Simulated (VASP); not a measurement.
# MoS2 in VASP: further runs

The runs below take MoS2 through single point, relaxation of cell and atoms, with PBE exchange alone, r2SCAN+D4, LDA, revPBE+D3(BJ), PBEsol.

Program: VASP 6.6.1. These are calculated values, not measurements. Logs are shortened: lines on timing, memory, paths and dates and some standing lists are left out, and cuts for length are marked.

## (1) The cell of the first run

The cell holds a slab with vacuum, 6 atoms: a = 3.247 Å, b = 3.247 Å, c = 22.096 Å, α = 90.00°, β = 90.00°, γ = 120.00°.

## (2) Single point, PBE exchange alone

Contents of INCAR:

```
PREC     = Accurate       # precision mode
ENCUT    = 520            # plane-wave cutoff, eV
EDIFF    = 1E-6           # SCF threshold, eV
ISMEAR   = -1             # smearing method
SIGMA    = 0.05           # smearing width, eV
LREAL    = False          # projectors in reciprocal space
LASPH    = True           # aspherical terms in the spheres
NELM     = 100            # most SCF steps
ALGO     = Normal         # electronic algorithm
ISIF     = 2              # what is computed and relaxed
LWAVE    = False          # write WAVECAR
LCHARG   = False          # write CHGCAR
GGA      = PE             # functional
ALDAC    = 0.0          
AGGAC    = 0.0          
NBANDS   = 35             # bands
```

Contents of KPOINTS:

```
regular mesh
0
Gamma
  10 10 2
```

Contents of POSCAR:

```
MoS2
1.0
    3.2469993021      0.0000000000      0.0000000000
   -1.6234996510      2.8119838817      0.0000000000
    0.0000000000      0.0000000000     22.0955550693
Mo S
2 4
Direct
    0.3333333333      0.6666666667      0.8511602300
    0.6666666667      0.3333333333      0.1488397700
    0.6666666667      0.3333333333      0.7796253900
    0.3333333333      0.6666666667      0.0772510000
    0.6666666667      0.3333333333      0.9227490000
    0.3333333333      0.6666666667      0.2203746100
```

Potentials or basis: VASP PAW PBE potentials, release 64 (Mo_sv, S).

On the command line:

```console
cat potpaw_PBE.64/Mo_sv/POTCAR potpaw_PBE.64/S/POTCAR > POTCAR
mpirun -np 1 vasp_std > vasp.out
```

OUTCAR:

```text
PREC = Accurate
   ENCUT = 520
   EDIFF = 1E-6
   ISMEAR = -1
   LREAL = False
   LASPH = True
   NELM = 100
   ISIF = 2
   GGA = PE

 ion  position               nearest neighbor table
   1  0.333  0.667  0.851-   3 2.45   3 2.45   3 2.45   5 2.45   5 2.45   5 2.45
   2  0.667  0.333  0.149-   6 2.45   6 2.45   6 2.45   4 2.45   4 2.45   4 2.45
   3  0.667  0.333  0.780-   1 2.45   1 2.45   1 2.45
   4  0.333  0.667  0.077-   2 2.45   2 2.45   2 2.45
   5  0.667  0.333  0.923-   1 2.45   1 2.45   1 2.45
   6  0.333  0.667  0.220-   2 2.45   2 2.45   2 2.45

  LATTYP: Found a hexagonal cell.
 ALAT       =     3.2469993021
 C/A-ratio  =     6.8049152505

  Lattice vectors:

 A1 = (   3.2469993021,   0.0000000000,   0.0000000000)
 A2 = (  -1.6234996510,   2.8119838817,   0.0000000000)
 A3 = (   0.0000000000,   0.0000000000,  22.0955550693)

Analysis of symmetry for initial positions (statically):
=====================================================================
 Subroutine PRICEL returns:
 Original cell was already a primitive cell.

 Routine SETGRP: Setting up the symmetry group for a
 hexagonal supercell.

 Subroutine GETGRP returns: Found 12 space group operations
 (whereof 12 operations were pure point group operations)
 out of a pool of 24 trial point group operations.

The static configuration has the point symmetry D_3d.

Analysis of symmetry for dynamics (positions and initial velocities):
=====================================================================
 Subroutine PRICEL returns:
 Original cell was already a primitive cell.

 Routine SETGRP: Setting up the symmetry group for a
 hexagonal supercell.

 Subroutine GETGRP returns: Found 12 space group operations
 (whereof 12 operations were pure point group operations)
 out of a pool of 24 trial point group operations.

The dynamic configuration has the point symmetry D_3d.

 Subroutine INISYM returns: Found 12 space group operations
 (whereof 12 operations are pure point group operations),
 and found     1 'primitive' translations

----------------------------------------------------------------------------------------

                                     Primitive cell

  volume of cell :     201.7437

  direct lattice vectors                    reciprocal lattice vectors
     3.246999302  0.000000000  0.000000000     0.307976660  0.177810408  0.000000000
    -1.623499651  2.811983882  0.000000000     0.000000000  0.355620815  0.000000000
     0.000000000  0.000000000 22.095555069     0.000000000  0.000000000  0.045257971

  length of vectors
     3.246999302  3.246999302 22.095555069     0.355620815  0.355620815  0.045257971

  position of ions in fractional coordinates (direct lattice)
     0.333333333  0.666666667  0.851160230
     0.666666667  0.333333333  0.148839770
     0.666666667  0.333333333  0.779625390
     0.333333333  0.666666667  0.077251000
     0.666666667  0.333333333  0.922749000
     0.333333333  0.666666667  0.220374610

  ion indices of the primitive-cell ions
   primitive index   ion index
                 1           1
                 2           2
                 3           3
                 4           4
                 5           5
                 6           6

----------------------------------------------------------------------------------------

 KPOINTS: regular mesh

Automatic generation of k-mesh.
 Grid dimensions read from file:
 generate k-points for:   10   10    2

 Generating k-lattice:

  Cartesian coordinates                     Fractional coordinates (reciprocal lattice)
     0.030797666  0.017781041  0.000000000     0.100000000  0.000000000  0.000000000
     0.000000000  0.035562082  0.000000000     0.000000000  0.100000000  0.000000000
     0.000000000  0.000000000  0.022628986     0.000000000  0.000000000  0.500000000

  Length of vectors
     0.035562082  0.035562082  0.022628986

  Shift w.r.t. Gamma in fractional coordinates (k-lattice)
     0.000000000  0.000000000  0.000000000

 Subroutine IBZKPT returns following result:
 ===========================================

 Found     28 irreducible k-points:

 Following reciprocal coordinates:
            Coordinates               Weight
  0.000000  0.000000  0.000000      1.000000
  0.100000 -0.000000  0.000000      6.000000
  0.200000 -0.000000  0.000000      6.000000
  0.300000 -0.000000  0.000000      6.000000
  0.400000 -0.000000  0.000000      6.000000
  0.500000 -0.000000  0.000000      3.000000
[... 16 lines left out ...]
  0.300000  0.100000  0.500000     12.000000
  0.400000  0.100000  0.500000     12.000000
 [... further k-points ...]
   k-points           NKPTS =     28   k-points in BZ     NKDIM =     28   number of bands    NBANDS=     35
   number of dos      NEDOS =    301   number of ions     NIONS =      6
   total plane-waves  NPLWV =  96768
   dimension x,y,z NGX =    24 NGY =   24 NGZ =  168
   dimension x,y,z NGXF=    48 NGYF=   48 NGZF=  336
   ions per type =               2   4
   NGX,Y,Z   is equivalent  to a cutoff of  12.29, 12.29, 12.64 a.u.
   NGXF,Y,Z  is equivalent  to a cutoff of  24.58, 24.58, 25.28 a.u.
 SYSTEM =  unknown system
   PREC   = accura    normal or accurate (medium, high low for compatibility)
   ISTART =      0    job   : 0-new  1-cont  2-samecut
   ICHARG =      2    charge: 1-file 2-atom 10-const
   ISPIN  =      1    spin polarized calculation?
   LNONCOLLINEAR =      F non collinear calculations
   LSORBIT =      F    spin-orbit coupling
   LASPH  =      T    aspherical Exc in radial PAW
   ENCUT  =  520.0 eV  38.22 Ry    6.18 a.u.   6.04  6.04 41.08*2*pi/ulx,y,z
   NELM   =    100;   NELMIN=  2; NELMDL= -5     # of ELM steps
   EDIFF  = 0.1E-05   stopping-criterion for ELM
   LREAL  =      F    real-space projection
   EDIFFG = 0.1E-04   stopping-criterion for IOM
   NSW    =      0    number of steps for IOM
   IBRION =     -1    ionic relax: 0-MD 1-quasi-New 2-CG
   NFREE  =      0    steps in history (QN), initial steepest desc. (CG)
   ISIF   =      2    stress and relaxation
   ISYM   =      2    0-nonsym 1-usesym 2-fastsym
   POTIM  = 0.5000    time-step for ionic-motion
   TEBEG  =    0.0;   TEEND  =   0.0 temperature during run
   PSTRESS=    0.0 pullay stress
   NELECT =      52.0000    total number of electrons
   NUPDOWN=      -1.0000    fix difference up-down
   EMIN   =  10.00;   EMAX   =-10.00  energy-range for DOS
   EFERMI =   0.00;   METHOD = LEGACY
   ISMEAR =    -1;   SIGMA  =   0.05  broadening in eV -4-tet -1-fermi 0-gaus
   EFERMI_NEDOS =   21; number of points for ismear=-14 and -15
   IALGO  =     38    algorithm
   IMIX   =      4    mixing-type and parameters
     AMIX     =   0.40;   BMIX     =  1.00
     AMIX_MAG =   1.60;   BMIX_MAG =  1.00
  volume/ion in A,a.u.               =      33.62       226.91
  Fermi-wavevector in a.u.,A,eV,Ry     =   1.041860  1.968830 14.768742  1.085472
  Thomas-Fermi vector in A             =   2.176499
   LORBIT       =      0    0 simple, 1 ext, 2 COOP (PROOUT), +10 PAW based schemes
   GGA     = PE    functional components
   LHFCALC =     F    Hartree Fock is set to
   AEXX    =    0.0000 exact exchange contribution
   IVDW    =     0    specifies the selected vdW correction
   LEPSILON=     F    determine dielectric tensor
   LRPA    =     F    only Hartree local field effects (RPA)
 non-spin polarized calculation
  energy-cutoff  :      520.00
  volume of cell :      201.74
 maximum number of plane-waves:      5490
   NGX = 13   NGY = 13   NGZ = 83

 number of electron      52.0000002 magnetization

 Free energy of the ion-electron system (eV)
  ---------------------------------------------------
  ext. energy  EPLUGINS =         0.00000000
  ---------------------------------------------------
  free energy    TOTEN  =       -33.80860975 eV

  energy without entropy =      -33.80860951  energy(sigma->0) =      -33.80860963

 E-fermi :   3.0397     XC(G=0):  -5.5928

 val. band max:        2.4426195912   @ k =   0.0000   0.0000   0.0000
 cond. band min:       3.7467279442   @ k =   0.3000   0.3000   0.0000
 fundamental gap:      1.3041083529
 Fermi energy:         3.0397448430

 k-point     1 :       0.0000    0.0000    0.0000
  band No.  band energies     occupation
      1     -58.8061      2.00000
      2     -58.8061      2.00000
      3     -32.9036      2.00000
      4     -32.9036      2.00000
      5     -32.7720      2.00000
      6     -32.7720      2.00000
[... 27 lines left out ...]
     34       4.8968      0.00000
     35       6.4525      0.00000

 k-point     2 :       0.1000   -0.0000    0.0000
  band No.  band energies     occupation
      1     -58.8034      2.00000
      2     -58.8034      2.00000
      3     -32.8981      2.00000
      4     -32.8981      2.00000
      5     -32.8005      2.00000
      6     -32.8005      2.00000
[... 27 lines left out ...]
     34       4.9454      0.00000
     35       6.6624      0.00000

 k-point     3 :       0.2000   -0.0000    0.0000
  band No.  band energies     occupation
      1     -58.7964      2.00000
      2     -58.7964      2.00000
      3     -32.8839      2.00000
      4     -32.8839      2.00000
      5     -32.8744      2.00000
      6     -32.8744      2.00000
[... 27 lines left out ...]
     34       5.4262      0.00000
     35       7.2223      0.00000
[... 723 lines left out ...]
 k-point    23 :       0.3000    0.1000    0.5000
  band No.  band energies     occupation
      1     -58.7829      2.00000
      2     -58.7829      2.00000
      3     -33.0025      2.00000
      4     -33.0025      2.00000
      5     -32.8564      2.00000
      6     -32.8564      2.00000
[... 27 lines left out ...]
     34       6.1950      0.00000
     35       8.7565      0.00000

 k-point    24 :       0.4000    0.1000    0.5000
  band No.  band energies     occupation
      1     -58.7781      2.00000
      2     -58.7781      2.00000
      3     -33.0489      2.00000
      4     -33.0489      2.00000
      5     -32.8560      2.00000
      6     -32.8560      2.00000
[... 27 lines left out ...]
     34       6.1877      0.00000
     35       8.5458      0.00000

 [... further k-points ...]
[... 5 lines left out ...]
  --------------------------------------------------------------------------------------
  -------------------------------------------------------------------------------------
  Total        6.6696312      6.6696312      4.4909876      0.0000000      0.0000000      0.0000000
  in kB       52.9678645     52.9678645     35.6658436      0.0000000      0.0000000      0.0000000
  external PRESSURE =      47.2005242 kB  Pullay stress =       0.0000000 kB

 VOLUME and BASIS-vectors are now :
 -----------------------------------------------------------------------------
  energy-cutoff  :      520.00
  volume of cell :      201.74
      direct lattice vectors                 reciprocal lattice vectors
     3.246999302  0.000000000  0.000000000     0.307976660  0.177810408  0.000000000
    -1.623499651  2.811983882  0.000000000     0.000000000  0.355620815  0.000000000
     0.000000000  0.000000000 22.095555069     0.000000000  0.000000000  0.045257971

 POSITION                                       TOTAL-FORCE (eV/Angst)
 -----------------------------------------------------------------------------------
     -0.00000      1.87466     18.80686         0.000000      0.000000     -0.009952
      1.62350      0.93733      3.28870        -0.000000      0.000000      0.009952
      1.62350      0.93733     17.22626        -0.000000     -0.000000     -0.598066
     -0.00000      1.87466      1.70690         0.000000     -0.000000     -0.398480
      1.62350      0.93733     20.38865        -0.000000      0.000000      0.398480
     -0.00000      1.87466      4.86930        -0.000000      0.000000      0.598066
 -----------------------------------------------------------------------------------
    total drift:                                0.000000     -0.000000      0.000000

  FREE ENERGIE OF THE ION-ELECTRON SYSTEM (eV)
  ---------------------------------------------------
  free  energy   TOTEN  =       -33.8086097515 eV

  energy  without entropy=      -33.8086095121  energy(sigma->0) =      -33.80860963
```

It took 2.3 min on 1 thread of Intel Xeon Platinum 8488C (Sapphire Rapids), shared host; peak memory 0.38 GiB.

What came out:

* Free energy: -33.8086 eV
* Largest force: 0.598 eV/Å
* Band gap on the k mesh: 1.30 eV, indirect (least direct gap 1.74 eV)

Forces in eV/Å, atoms in the order of the input:
```
Mo   0.000  0.000 -0.010
Mo   0.000  0.000  0.010
S    0.000  0.000 -0.598
S    0.000  0.000 -0.398
S    0.000  0.000  0.398
S    0.000  0.000  0.598
```

Levels at points of the mesh, in eV from the valence-band top:
| k point | band 24 | band 25 | band 26 | band 27 | band 28 | band 29 |
| --- | --- | --- | --- | --- | --- | --- |
| (0.00, 0.00, 0.00) | -1.66 | -0.41 | 0.00 | 2.26 | 2.26 | 2.27 |
| (0.50, 0.00, 0.00) | -1.33 | -0.87 | -0.84 | 1.70 | 1.71 | 2.15 |
| (0.00, 0.00, 0.50) | -1.66 | -0.41 | 0.00 | 2.26 | 2.26 | 2.27 |
| (0.50, 0.00, 0.50) | -1.33 | -0.87 | -0.84 | 1.70 | 1.71 | 2.15 |

## (3) Single point, r2SCAN+D4

This run uses another cell than the first one, of 31.08 Å³/atom, 0.924 times its volume.

Contents of POSCAR:

```
MoS2
1.0
    3.1742199136      0.0000000000      0.0000000000
   -1.5871099568      2.7489550823      0.0000000000
    0.0000000000      0.0000000000     21.3713412557
Mo S
2 4
Direct
    0.3333333333      0.6666666667      0.8538569062
    0.6666666667      0.3333333333      0.1461430938
    0.6666666667      0.3333333333      0.7811619559
    0.3333333333      0.6666666667      0.0734494346
    0.6666666667      0.3333333333      0.9265505654
    0.3333333333      0.6666666667      0.2188380441
```

Contents of INCAR.step1:

```
SYSTEM = MoS2
PREC = Accurate ; ENCUT = 520
ISMEAR = -1 ; SIGMA = 0.05
LREAL = .FALSE. ; LASPH = .TRUE.
NELM = 60 ; NBANDS = 35
GGA = PE ; ALGO = Normal
EDIFF = 1E-4 ; LWAVE = .TRUE.
LCHARG = .FALSE.
```

Contents of INCAR.step2:

```
SYSTEM = MoS2
PREC = Accurate ; ENCUT = 520
EDIFF = 1E-6 ; ISMEAR = -1
SIGMA = 0.05 ; LREAL = .FALSE.
LASPH = .TRUE. ; NELM = 60
ALGO = Normal ; ISIF = 2
LWAVE = .FALSE. ; LCHARG = .TRUE.
METAGGA = R2SCAN ; LMIXTAU = .TRUE.
IVDW = 13 ; VDW_S6 = 1.0
VDW_S8 = 0.6018749 ; VDW_A1 = 0.51559235
VDW_A2 = 5.77342911 ; LELF = .TRUE.
LVHAR = .TRUE. ; NBANDS = 35
ISTART = 1
```

Contents of KPOINTS:

```
Automatic mesh
0
G
  10 10 2
  0 0 0
```

Potentials or basis: VASP PAW PBE potentials, release 64 (Mo_sv, S).

On the command line:

```console
cat potpaw_PBE.64/Mo_sv/POTCAR potpaw_PBE.64/S/POTCAR > POTCAR
cp INCAR.step1 INCAR
mpirun -np 1 vasp_std > vasp.out
cp INCAR.step2 INCAR
mpirun -np 1 vasp_std > vasp.out
```

It took 7.7 min on 1 thread of Intel Xeon Platinum 8488C (Sapphire Rapids), shared host; peak memory 0.41 GiB.

It converged, with:

```
Free energy                : -90.8062 eV
Band gap on the k mesh     : 1.45 eV, indirect (least direct gap 2.03 eV)
Dispersion energy per atom : -0.129 eV
```

Forces in eV/Å, atoms in the order of the input:
```
Mo   0.000  0.000 -0.002
Mo   0.000  0.000  0.002
S    0.000  0.000 -0.003
S    0.000  0.000  0.002
S    0.000  0.000 -0.002
S    0.000  0.000  0.003
```

Levels at points of the mesh, in eV from the valence-band top:
```csv
k point,band 23,band 24,band 25,band 26,band 27,band 28,band 29,band 30
"(0.00, 0.00, 0.00)",-2.10,-1.85,-0.61,0.00,2.49,2.49,2.50,2.50
"(0.50, 0.00, 0.00)",-1.60,-1.52,-1.15,-1.10,1.94,1.96,2.42,2.54
"(0.00, 0.00, 0.50)",-2.10,-1.85,-0.61,0.00,2.49,2.49,2.50,2.50
"(0.50, 0.00, 0.50)",-1.60,-1.52,-1.15,-1.10,1.94,1.96,2.42,2.54
```

Caveat: the PAW data sets were made with another functional, which shifts forces and pressure a little.

## (4) Relaxation of cell and atoms, LDA

This run uses another cell than the first one, of 31.72 Å³/atom, 0.943 times its volume.

Contents of INCAR:

```
SYSTEM = MoS2
PREC = Accurate ; ENCUT = 600
EDIFF = 1E-6 ; ISMEAR = -1
SIGMA = 0.05 ; LREAL = .False.
LASPH = .True. ; NELM = 60
ALGO = Normal ; ISIF = 3
LWAVE = .False. ; LCHARG = .False.
IBRION = 2 ; NSW = 60
EDIFFG = -0.01
```

Contents of KPOINTS:

```
Automatic mesh
0
Gamma
  10 10 2
  0 0 0
```

Contents of POSCAR:

```
MoS2
1.0
    3.1845414560      0.0000000000      0.0000000000
   -1.5922707280      2.7578938003      0.0000000000
    0.0000000000      0.0000000000     21.6705347200
Mo S
2 4
Direct
    0.3333333333      0.6666666667      0.8511602300
    0.6666666667      0.3333333333      0.1488397700
    0.6666666667      0.3333333333      0.7796253900
    0.3333333333      0.6666666667      0.0772510000
    0.6666666667      0.3333333333      0.9227490000
    0.3333333333      0.6666666667      0.2203746100
```

Potentials or basis: VASP PAW LDA potentials, release 64 (Mo_sv, S).

On the command line:

```console
cat potpaw_LDA.64/Mo_sv/POTCAR potpaw_LDA.64/S/POTCAR > POTCAR
mpirun -np 1 vasp_std > vasp.out
```

Wall time 71 min (1 thread of Intel Xeon Platinum 8488C (Sapphire Rapids), shared host); peak memory 0.46 GiB.

Results (log left out):

* Free energy: -48.8508 eV
* Relaxed cell: a = 3.123 Å, b = 3.123 Å, c = 20.529 Å, α = 90.00°, β = 90.00°, γ = 120.00°
* Space group after relaxing (to 0.05 Å): P-3m1 (No. 164)
* Energy gained by relaxing: 18.9 meV/atom
* Ionic steps: 32
* Band gap on the k mesh: 1.24 eV, indirect (least direct gap 2.05 eV)

Step by step:
```csv
step,energy change (eV),largest force (eV/Å),pressure (GPa),volume (Å³)
1,0.0000,0.3633,-3.23,190.32
2,0.1624,1.5535,6.87,173.25
3,-0.0749,0.3208,-0.06,183.93
4,-0.0892,0.0320,-0.13,182.55
5,-0.0894,0.0638,-0.12,182.71
6,-0.0905,0.0990,0.06,182.10
7,-0.0913,0.1715,0.43,180.87
8,-0.0915,0.1704,0.43,180.81
9,-0.0922,0.1675,0.43,180.63
10,-0.0935,0.1614,0.43,180.26
11,-0.0960,0.1497,0.42,179.54
12,-0.1006,0.1268,0.42,178.09
13,-0.1074,0.0810,0.45,175.19
14,-0.1046,0.0865,0.70,169.42
15,-0.1093,0.0668,0.56,173.23
16,-0.1122,0.1013,-0.32,174.21
17,-0.1124,0.0748,-0.14,174.00
18,-0.1134,0.0207,-0.04,173.91
19,-0.1134,0.0215,-0.03,173.90
20,-0.1134,0.0221,-0.03,173.90
21,-0.1134,0.0190,0.00,173.81
22,-0.1134,0.0204,0.00,173.81
23,-0.1134,0.0149,-0.01,173.76
24,-0.1135,0.0102,-0.02,173.69
25,-0.1135,0.0041,0.00,173.64
26,-0.1135,0.0111,0.02,173.52
27,-0.1135,0.0118,0.03,173.49
28,-0.1135,0.0141,0.02,173.40
29,-0.1135,0.0224,0.01,173.24
30,-0.1135,0.0184,0.02,173.33
31,-0.1135,0.0166,0.02,173.35
32,-0.1135,0.0019,-0.02,173.38
```

Final structure:
```
Mo S
1.0
     3.12280    0.00000    0.00000
    -1.56140    2.70442    0.00000
     0.00000    0.00000   20.52907
Mo S
2 4
Direct
  0.33333 0.66667 0.85306
  0.66667 0.33333 0.14694
  0.66667 0.33333 0.77745
  0.33333 0.66667 0.07118
  0.66667 0.33333 0.92882
  0.33333 0.66667 0.22255
```

Levels at points of the mesh, in eV from the valence-band top:
| k point | band 23 | band 24 | band 25 | band 26 | band 27 | band 28 | band 29 | band 30 |
| --- | --- | --- | --- | --- | --- | --- | --- | --- |
| (0.00, 0.00, 0.00) | -1.98 | -1.83 | -0.83 | 0.00 | 2.39 | 2.39 | 2.42 | 2.42 |
| (0.50, 0.00, 0.00) | -1.45 | -1.32 | -1.22 | -1.16 | 1.92 | 1.95 | 2.35 | 2.53 |
| (0.00, 0.00, 0.50) | -1.98 | -1.83 | -0.83 | 0.00 | 2.39 | 2.39 | 2.42 | 2.42 |
| (0.50, 0.00, 0.50) | -1.45 | -1.32 | -1.22 | -1.16 | 1.92 | 1.95 | 2.35 | 2.53 |

(Continued in part 2 of 2.)
